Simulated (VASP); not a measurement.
# GaP (zincblende type) (F-43m) in VASP: a series of runs

GaP (zincblende type) is run at these levels: PBE; tasks: single point.

All numbers are computed with VASP 6.6.1; they aren't measurements. Logs are shortened: lines on timing, memory, paths and dates and some standing lists are left out, and cuts for length are marked.

### Step 1. The cell of the first run

Symmetry: F-43m, No. 216, cubic system. The conventional cell has a = 5.395 Å, b = 5.395 Å, c = 5.395 Å, α = 90.00°, β = 90.00°, γ = 90.00°. Within 3.1 Å of Ga (site symmetry -43m) lie 4 P at 2.34 Å. Within 3.1 Å of P (site symmetry -43m) lie 4 Ga at 2.34 Å.

### Step 2. Single point, PBE (volume scaled by 0.9405)

Contents of INCAR:

```
PREC = Accurate ; ENCUT = 520
EDIFF = 1E-6 ; ISMEAR = -1
SIGMA = 0.03 ; LREAL = F
LASPH = T ; NELM = 100
ALGO = Normal ; ISIF = 2
LWAVE = F ; LCHARG = T
GGA = PE ; LELF = T
LVHAR = T ; NBANDS = 16
```

Contents of KPOINTS:

```
Automatic mesh
0
Gamma
  13 13 13
```

Contents of POSCAR:

```
GaP
1.0
    0.0000000000      2.6972876639      2.6972876639
    2.6972876639      0.0000000000      2.6972876639
    2.6972876639      2.6972876639      0.0000000000
Ga P
1 1
Direct
    0.0000000000      0.0000000000      0.0000000000
    0.2500000000      0.2500000000      0.2500000000
```

Potentials or basis: VASP PAW PBE potentials, release 64 (Ga_d, P).

Started as:

```sh
$ cat potpaw_PBE.64/Ga_d/POTCAR potpaw_PBE.64/P/POTCAR > POTCAR
$ mpirun -np 1 vasp_std > vasp.out
```

OUTCAR:

```text
PREC = Accurate
   ENCUT = 520
   EDIFF = 1E-6
   ISMEAR = -1
   LREAL = F
   LASPH = T
   NELM = 100
   ISIF = 2
   GGA = PE

 ion  position               nearest neighbor table
   1  0.000  0.000  0.000-   2 2.34   2 2.34   2 2.34   2 2.34
   2  0.250  0.250  0.250-   1 2.34   1 2.34   1 2.34   1 2.34

  LATTYP: Found a face centered cubic cell.
 ALAT       =     5.3945753278

  Lattice vectors:

 A1 = (   0.0000000000,   2.6972876639,   2.6972876639)
 A2 = (   2.6972876639,   0.0000000000,   2.6972876639)
 A3 = (   2.6972876639,   2.6972876639,   0.0000000000)

Analysis of symmetry for initial positions (statically):
=====================================================================
 Subroutine PRICEL returns:
 Original cell was already a primitive cell.

 Routine SETGRP: Setting up the symmetry group for a
 face centered cubic supercell.

 Subroutine GETGRP returns: Found 24 space group operations
 (whereof 24 operations were pure point group operations)
 out of a pool of 48 trial point group operations.

The static configuration has the point symmetry T_d .

Analysis of symmetry for dynamics (positions and initial velocities):
=====================================================================
 Subroutine PRICEL returns:
 Original cell was already a primitive cell.

 Routine SETGRP: Setting up the symmetry group for a
 face centered cubic supercell.

 Subroutine GETGRP returns: Found 24 space group operations
 (whereof 24 operations were pure point group operations)
 out of a pool of 48 trial point group operations.

The dynamic configuration has the point symmetry T_d .

 Subroutine INISYM returns: Found 24 space group operations
 (whereof 24 operations are pure point group operations),
 and found     1 'primitive' translations

----------------------------------------------------------------------------------------

                                     Primitive cell

  volume of cell :      39.2475

  direct lattice vectors                    reciprocal lattice vectors
     0.000000000  2.697287664  2.697287664    -0.185371404  0.185371404  0.185371404
     2.697287664  0.000000000  2.697287664     0.185371404 -0.185371404  0.185371404
     2.697287664  2.697287664  0.000000000     0.185371404  0.185371404 -0.185371404

  length of vectors
     3.814540796  3.814540796  3.814540796     0.321072689  0.321072689  0.321072689

  position of ions in fractional coordinates (direct lattice)
     0.000000000  0.000000000  0.000000000
     0.250000000  0.250000000  0.250000000

  ion indices of the primitive-cell ions
   primitive index   ion index
                 1           1
                 2           2

----------------------------------------------------------------------------------------

 KPOINTS: Automatic mesh

Automatic generation of k-mesh.
 Grid dimensions read from file:
 generate k-points for:   13   13   13

 Generating k-lattice:

  Cartesian coordinates                     Fractional coordinates (reciprocal lattice)
    -0.014259339  0.014259339  0.014259339     0.076923077  0.000000000  0.000000000
     0.014259339 -0.014259339  0.014259339     0.000000000  0.076923077  0.000000000
     0.014259339  0.014259339 -0.014259339     0.000000000  0.000000000  0.076923077

  Length of vectors
     0.024697899  0.024697899  0.024697899

  Shift w.r.t. Gamma in fractional coordinates (k-lattice)
     0.000000000  0.000000000  0.000000000

 Subroutine IBZKPT returns following result:
 ===========================================

 Found     84 irreducible k-points:

 Following reciprocal coordinates:
            Coordinates               Weight
  0.000000  0.000000  0.000000      1.000000
  0.076923  0.000000  0.000000      8.000000
  0.153846  0.000000  0.000000      8.000000
  0.230769  0.000000  0.000000      8.000000
  0.307692  0.000000  0.000000      8.000000
  0.384615  0.000000  0.000000      8.000000
[... 16 lines left out ...]
  0.384615  0.153846  0.000000     24.000000
  0.461538  0.153846  0.000000     24.000000
 [... further k-points ...]
   k-points           NKPTS =     84   k-points in BZ     NKDIM =     84   number of bands    NBANDS=     16
   number of dos      NEDOS =    301   number of ions     NIONS =      2
   total plane-waves  NPLWV =  21952
   dimension x,y,z NGX =    28 NGY =   28 NGZ =   28
   dimension x,y,z NGXF=    56 NGYF=   56 NGZF=   56
   ions per type =               1   1
   NGX,Y,Z   is equivalent  to a cutoff of  12.20, 12.20, 12.20 a.u.
   NGXF,Y,Z  is equivalent  to a cutoff of  24.41, 24.41, 24.41 a.u.
 SYSTEM =  unknown system
   PREC   = accura    normal or accurate (medium, high low for compatibility)
   ISTART =      0    job   : 0-new  1-cont  2-samecut
   ICHARG =      2    charge: 1-file 2-atom 10-const
   ISPIN  =      1    spin polarized calculation?
   LNONCOLLINEAR =      F non collinear calculations
   LSORBIT =      F    spin-orbit coupling
   LASPH  =      T    aspherical Exc in radial PAW
   ENCUT  =  520.0 eV  38.22 Ry    6.18 a.u.   7.09  7.09  7.09*2*pi/ulx,y,z
   NELM   =    100;   NELMIN=  2; NELMDL= -5     # of ELM steps
   EDIFF  = 0.1E-05   stopping-criterion for ELM
   LREAL  =      F    real-space projection
   EDIFFG = 0.1E-04   stopping-criterion for IOM
   NSW    =      0    number of steps for IOM
   IBRION =     -1    ionic relax: 0-MD 1-quasi-New 2-CG
   NFREE  =      0    steps in history (QN), initial steepest desc. (CG)
   ISIF   =      2    stress and relaxation
   ISYM   =      2    0-nonsym 1-usesym 2-fastsym
   POTIM  = 0.5000    time-step for ionic-motion
   TEBEG  =    0.0;   TEEND  =   0.0 temperature during run
   PSTRESS=    0.0 pullay stress
   NELECT =      18.0000    total number of electrons
   NUPDOWN=      -1.0000    fix difference up-down
   EMIN   =  10.00;   EMAX   =-10.00  energy-range for DOS
   EFERMI =   0.00;   METHOD = LEGACY
   ISMEAR =    -1;   SIGMA  =   0.03  broadening in eV -4-tet -1-fermi 0-gaus
   EFERMI_NEDOS =   21; number of points for ismear=-14 and -15
   IALGO  =     38    algorithm
   IMIX   =      4    mixing-type and parameters
     AMIX     =   0.40;   BMIX     =  1.00
     AMIX_MAG =   1.60;   BMIX_MAG =  1.00
  volume/ion in A,a.u.               =      19.62       132.43
  Fermi-wavevector in a.u.,A,eV,Ry     =   1.262491  2.385763 21.686113  1.593884
  Thomas-Fermi vector in A             =   2.395897
   LORBIT       =      0    0 simple, 1 ext, 2 COOP (PROOUT), +10 PAW based schemes
   GGA     = PE    functional components
[... 5 lines left out ...]
 non-spin polarized calculation
  energy-cutoff  :      520.00
  volume of cell :       39.25
 maximum number of plane-waves:      1069
   NGX = 15   NGY = 15   NGZ = 15

 number of electron      18.0000000 magnetization

 Free energy of the ion-electron system (eV)
  ---------------------------------------------------
  ext. energy  EPLUGINS =         0.00000000
  ---------------------------------------------------
  free energy    TOTEN  =        -9.08853540 eV

  energy without entropy =       -9.08853540  energy(sigma->0) =       -9.08853540

 E-fermi :   5.5057     XC(G=0):  -9.9754

 val. band max:        4.9721304435   @ k =   0.0000   0.0000   0.0000
 cond. band min:       6.5275664783   @ k =   0.4615   0.4615   0.0000
 fundamental gap:      1.5554360348
 Fermi energy:         5.5057467158

 k-point     1 :       0.0000    0.0000    0.0000
  band No.  band energies     occupation
      1      -9.6328      2.00000
      2      -9.6328      2.00000
      3      -9.6328      2.00000
      4      -9.5232      2.00000
      5      -9.5232      2.00000
      6      -7.7566      2.00000
[... 8 lines left out ...]
     15      14.8025      0.00000
     16      14.8025      0.00000

 k-point     2 :       0.0769    0.0000    0.0000
  band No.  band energies     occupation
      1      -9.6393      2.00000
      2      -9.6308      2.00000
      3      -9.6308      2.00000
      4      -9.5233      2.00000
      5      -9.5233      2.00000
      6      -7.6759      2.00000
[... 8 lines left out ...]
     15      14.4774      0.00000
     16      14.4774      0.00000

 k-point     3 :       0.1538    0.0000    0.0000
  band No.  band energies     occupation
      1      -9.6562      2.00000
      2      -9.6253      2.00000
      3      -9.6253      2.00000
      4      -9.5232      2.00000
      5      -9.5232      2.00000
      6      -7.4389      2.00000
[... 8 lines left out ...]
     15      14.0117      0.00000
     16      15.0917      0.00000

 k-point     4 :       0.2308    0.0000    0.0000
  band No.  band energies     occupation
      1      -9.6779      2.00000
      2      -9.6183      2.00000
      3      -9.6183      2.00000
      4      -9.5223      2.00000
      5      -9.5223      2.00000
      6      -7.0609      2.00000
[... 8 lines left out ...]
     15      13.9168      0.00000
     16      15.0761      0.00000

 k-point     5 :       0.3077    0.0000    0.0000
  band No.  band energies     occupation
      1      -9.6991      2.00000
      2      -9.6120      2.00000
      3      -9.6120      2.00000
      4      -9.5201      2.00000
      5      -9.5201      2.00000
      6      -6.5728      2.00000
[... 8 lines left out ...]
     15      14.3950      0.00000
     16      14.7834      0.00000

 k-point     6 :       0.3846    0.0000    0.0000
  band No.  band energies     occupation
      1      -9.7156      2.00000
      2      -9.6077      2.00000
      3      -9.6077      2.00000
      4      -9.5173      2.00000
      5      -9.5173      2.00000
      6      -6.0449      2.00000
[... 8 lines left out ...]
     15      15.3609      0.00000
     16      15.3609      0.00000

 k-point     7 :       0.4615    0.0000    0.0000
  band No.  band energies     occupation
      1      -9.7245      2.00000
      2      -9.6058      2.00000
      3      -9.6058      2.00000
      4      -9.5153      2.00000
      5      -9.5153      2.00000
      6      -5.6479      2.00000
[... 8 lines left out ...]
     15      16.4892      0.00000
     16      16.4892      0.00000

 k-point     8 :       0.0769    0.0769    0.0000
  band No.  band energies     occupation
      1      -9.6435      2.00000
      2      -9.6289      2.00000
      3      -9.6289      2.00000
      4      -9.5249      2.00000
      5      -9.5218      2.00000
      6      -7.6491      2.00000
[... 8 lines left out ...]
     15      14.4515      0.00000
     16      14.8967      0.00000

 k-point     9 :       0.1538    0.0769    0.0000
  band No.  band energies     occupation
      1      -9.6572      2.00000
      2      -9.6245      2.00000
      3      -9.6235      2.00000
      4      -9.5266      2.00000
      5      -9.5205      2.00000
      6      -7.4644      2.00000
[... 8 lines left out ...]
     15      14.7404      0.00000
     16      15.1909      0.00000
[... 172 lines left out ...]
 k-point    19 :      -0.0769    0.0769    0.0000
  band No.  band energies     occupation
      1      -9.6499      2.00000
      2      -9.6284      2.00000
      3      -9.6257      2.00000
      4      -9.5248      2.00000
      5      -9.5220      2.00000
      6      -7.5432      2.00000
[... 8 lines left out ...]
     15      14.4474      0.00000
     16      14.8922      0.00000

 k-point    20 :       0.1538    0.1538    0.0000
  band No.  band energies     occupation
      1      -9.6697      2.00000
      2      -9.6179      2.00000
      3      -9.6179      2.00000
      4      -9.5304      2.00000
      5      -9.5180      2.00000
      6      -7.3341      2.00000
[... 8 lines left out ...]
     15      15.1760      0.00000
     16      15.7612      0.00000

 k-point    21 :       0.2308    0.1538    0.0000
  band No.  band energies     occupation
      1      -9.6860      2.00000
      2      -9.6114      2.00000
      3      -9.6103      2.00000
      4      -9.5334      2.00000
      5      -9.5157      2.00000
      6      -7.0549      2.00000
[... 8 lines left out ...]
     15      15.2432      0.00000
     16      16.5591      0.00000

 k-point    22 :       0.3077    0.1538    0.0000
  band No.  band energies     occupation
      1      -9.7023      2.00000
      2      -9.6063      2.00000
      3      -9.6030      2.00000
      4      -9.5345      2.00000
      5      -9.5135      2.00000
      6      -6.6454      2.00000
[... 8 lines left out ...]
     15      15.5038      0.00000
     16      16.6120      0.00000

 k-point    23 :       0.3846    0.1538    0.0000
  band No.  band energies     occupation
      1      -9.7162      2.00000
      2      -9.6029      2.00000
      3      -9.5978      2.00000
      4      -9.5327      2.00000
      5      -9.5119      2.00000
      6      -6.1452      2.00000
[... 8 lines left out ...]
     15      16.2123      0.00000
     16      16.4046      0.00000

 k-point    24 :       0.4615    0.1538    0.0000
  band No.  band energies     occupation
      1      -9.7255      2.00000
      2      -9.6013      2.00000
      3      -9.5951      2.00000
      4      -9.5287      2.00000
      5      -9.5119      2.00000
      6      -5.6495      2.00000
[... 8 lines left out ...]
     15      16.9353      0.00000
     16      17.0160      0.00000

 [... further k-points ...]
[... 5 lines left out ...]
  --------------------------------------------------------------------------------------
  -------------------------------------------------------------------------------------
  Total        1.3019921      1.3019921      1.3019921     -0.0000000      0.0000000     -0.0000000
  in kB       53.1504753     53.1504753     53.1504753     -0.0000000      0.0000000     -0.0000000
  external PRESSURE =      53.1504753 kB  Pullay stress =       0.0000000 kB

 VOLUME and BASIS-vectors are now :
 -----------------------------------------------------------------------------
  energy-cutoff  :      520.00
  volume of cell :       39.25
      direct lattice vectors                 reciprocal lattice vectors
     0.000000000  2.697287664  2.697287664    -0.185371404  0.185371404  0.185371404
     2.697287664  0.000000000  2.697287664     0.185371404 -0.185371404  0.185371404
     2.697287664  2.697287664  0.000000000     0.185371404  0.185371404 -0.185371404

 POSITION                                       TOTAL-FORCE (eV/Angst)
 -----------------------------------------------------------------------------------
      0.00000      0.00000      0.00000        -0.000000     -0.000000      0.000000
      1.34864      1.34864      1.34864         0.000000      0.000000     -0.000000
 -----------------------------------------------------------------------------------
    total drift:                                0.000002      0.000002      0.000002

  FREE ENERGIE OF THE ION-ELECTRON SYSTEM (eV)
  ---------------------------------------------------
  free  energy   TOTEN  =        -9.0885354027 eV

  energy  without entropy=       -9.0885354026  energy(sigma->0) =       -9.08853540
```

It took 95 s on 1 thread of AMD EPYC 7R13, shared host; peak memory 0.16 GiB.

Results:

```yaml
Free_energy: -9.0885 eV
Pressure: 5.3 GPa
Band_gap_on_the_k_mesh: 1.56 eV, indirect (least direct gap 2.09 eV)
```

Levels at points of the mesh, in eV from the valence-band top:
| k point | band 7 | band 8 | band 9 | band 10 | band 11 | band 12 |
| --- | --- | --- | --- | --- | --- | --- |
| (0.00, 0.00, 0.00) | 0.00 | 0.00 | 0.00 | 2.09 | 3.88 | 3.88 |

 A k mesh can miss the band edges.

### Step 3. Single point, PBE (volume scaled by 0.97)

Contents of INCAR:

```
ALGO = Normal ; EDIFF = 1E-6
ENCUT = 520 ; GGA = PE
ISIF = 2 ; ISMEAR = -1
LASPH = True ; LCHARG = False
LREAL = False ; LWAVE = False
NBANDS = 16 ; NELM = 100
PREC = Accurate ; SIGMA = 0.03
```

Contents of KPOINTS:

```
k-points
0
Gamma
  13 13 13
```

Contents of POSCAR:

```
GaP
1.0
    0.0000000000      2.7251991465      2.7251991465
    2.7251991465      0.0000000000      2.7251991465
    2.7251991465      2.7251991465      0.0000000000
Ga P
1 1
Direct
    0.0000000000      0.0000000000      0.0000000000
    0.2500000000      0.2500000000      0.2500000000
```

Potentials or basis: VASP PAW PBE potentials, release 64 (Ga_d, P).

Started as:

```sh
$ cat potpaw_PBE.64/Ga_d/POTCAR potpaw_PBE.64/P/POTCAR > POTCAR
$ mpirun -np 1 vasp_std > vasp.out
```

Run time: 1.8 min. Hardware: 1 thread of AMD EPYC 7R13, shared host; peak memory 0.17 GiB.

It converged, with:

| Quantity | Value |
| --- | --- |
| Free energy | -9.1185 eV |
| Pressure | 2.4 GPa |
| Band gap on the k mesh | 1.62 eV, indirect (least direct gap 1.83 eV) |

Levels at points of the mesh, in eV from the valence-band top:
| k point | band 7 | band 8 | band 9 | band 10 | band 11 | band 12 |
| --- | --- | --- | --- | --- | --- | --- |
| (0.00, 0.00, 0.00) | 0.00 | 0.00 | 0.00 | 1.83 | 3.89 | 3.89 |
